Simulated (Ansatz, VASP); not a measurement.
## Two plane-wave programs on Sn

INCAR

```
  PREC = Accurate
  ENCUT = 600
  EDIFF = 1E-6
  ISMEAR = 0
  SIGMA = 0.1
  LREAL = F
  LASPH = T
  NELM = 60
  ALGO = Fast
  ISIF = 3
  LWAVE = F
  LCHARG = F
  GGA = PS
  IBRION = 2
  NSW = 100
  EDIFFG = -0.01
```

Contents of KPOINTS:

```
Automatic mesh
0
Gamma
  14 14 14
```

Contents of POSCAR:

```
Sn
1.0
    0.0000000000      3.2849869970      3.2849869970
    3.2849869970      0.0000000000      3.2849869970
    3.2849869970      3.2849869970      0.0000000000
Sn
2
Direct
    0.0000000000      0.0000000000      0.0000000000
    0.2500000000      0.2500000000      0.2500000000
```

Input for Ansatz:

```yaml
crystal:
  lattice:
    - [0.0, 3.284986997, 3.284986997]
    - [3.284986997, 0.0, 3.284986997]
    - [3.284986997, 3.284986997, 0.0]
  atoms:
    - { symbol: Sn, position: [0.0, 0.0, 0.0] }
    - { symbol: Sn, position: [0.25, 0.25, 0.25] }
basis:
  ecutwfc: 420
kpoints:
  mp_grid: { grid: [14, 14, 14] }
hamiltonian:
  xc: pbesol
scf:
  occupations: { method: gaussian, width: 0.1 }
output:
  forces: true
  stress: true
  eigenvalues: true
relax:
  adjacent_minimum: "off"
  f_tol: 0.01
  max_steps: 80
  cell: { stress_tol: 0.05 }
```

Alike in both runs: task relaxation of cell and atoms; functional PBEsol; k mesh 14 × 14 × 14; occupations gaussian, width 0.1 eV; no spin polarisation.

|  | VASP | Ansatz |
| --- | --- | --- |
| version | VASP 6.6.1 | Ansatz 0.2.0 |
| potentials or method | VASP PAW PBE potentials, release 64 (Sn_d), cutoff 600 eV | scalar-relativistic, plane waves, PAW |
| valence electrons in the cell | 28 | 28 |

Ansatz gave:

```
gap on the k mesh at the Fermi level, each at its own relaxed structure (eV) : none
relaxed volume (Å³/atom)                                                     : 34.97
relaxed cell length with the largest relative difference (Å)                 : 4.625
```

Which values does VASP return?

gap on the k mesh at the Fermi level, each at its own relaxed structure (eV): none; relaxed volume (Å³/atom): 34.95; relaxed cell length with the largest relative difference (Å): 4.624.

VASP's potentials were made for PBE, not for PBEsol. A gap of «none» marks a metal or a gap that the smearing closes.
